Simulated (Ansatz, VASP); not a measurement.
**MnPt in VASP and in Ansatz**

```
CELL_PARAMETERS angstrom
2.83000 0.00000 0.00000
0.00000 2.83000 0.00000
0.00000 0.00000 3.66000
ATOMIC_POSITIONS crystal
Mn 0.00000 0.00000 0.00000
Pt 0.50000 0.50000 0.50000
```

Alike in both runs: task single point; functional LDA; k mesh 10 × 10 × 8; occupations fermi-dirac, width 0.05 eV; collinear spin.

|  | VASP | Ansatz |
| --- | --- | --- |
| version | VASP 6.6.1 | Ansatz 0.2.0 |
| potentials or method | VASP PAW LDA potentials, release 64 (Mn_pv, Pt) | PAW with Ansatz's default frozen-core files, scalar-relativistic |
| plane-wave cutoff (eV) | 520 | 420 |
| valence electrons in the cell | 23 | 33 |

|  | VASP | Ansatz | Ansatz less VASP |
| --- | --- | --- | --- |
| pressure (GPa) | -11.7 | -11.0 | +0.63 |
| traceless stress, the component that is largest in VASP (GPa) | -2.45 | -2.80 | -0.355 |
| net moment per atom (μB) | 2.00 | 2.04 | +0.036 |
| size of the moment on the site where the two differ most (μB) | 3.52 | 3.60 | +0.077 |

LDA's correlation is that of Perdew and Zunger in VASP and of Perdew and Wang (1992) in Ansatz. Site moments also hang on the region over which each program counts them. VASP's potentials hold 23 valence electrons a cell and Ansatz's 33, so a difference there can come from the potentials and not from the codes.

Spin-orbit coupling is off throughout.
